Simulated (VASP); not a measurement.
**I: single point with PBEsol**

The system is I.

```
CELL_PARAMETERS angstrom
0.00000 2.95653 2.95653
2.95653 0.00000 2.95653
2.95653 2.95653 0.00000
ATOMIC_POSITIONS crystal
I 0.00000 0.00000 0.00000
I 0.25000 0.25000 0.25000
```

```json
{
  "Program": "VASP 6.6.1",
  "Task": "single point",
  "Functional": "PBEsol",
  "Potentials or basis": "VASP PAW PBE potentials, release 64 (I)",
  "Cutoff": "520 eV",
  "k mesh": "6 × 6 × 6",
  "Occupations": "fermi-dirac, width 0.02 eV",
  "Spin": "no spin polarisation",
  "Dipole correction": "no",
  "Further INCAR settings": "ALGO = Normal; EDIFF = 1e-06; NBANDS = 14"
}
```

The pressure is 60.3 GPa and the band gap on the k mesh is zero (bands 7 and 8 overlap by 5.32 eV).

Levels at points of the mesh, in eV from the Fermi level:
```tsv
k point	band 5	band 6	band 7	band 8	band 9	band 10
(0.00, 0.00, 0.00)	-6.75	-3.22	-3.22	-3.22	2.33	4.59
(0.50, 0.00, 0.00)	-6.49	-1.73	-1.73	2.06	4.49	4.92
(0.50, 0.50, 0.00)	-4.24	-4.24	2.10	2.10	5.01	5.01
```

Wall time 9.5 s on 1 thread of Intel(R) Xeon(R) Platinum 8259CL CPU @ 2.50GHz (Skylake/Cascade Lake) (shared host), peak memory 0.17 GiB.

Caveat: the cell stands under pressure; the PAW data sets were made with another functional, which shifts forces and pressure a little; spin-orbit coupling is left out, which moves the levels of the heavy elements.
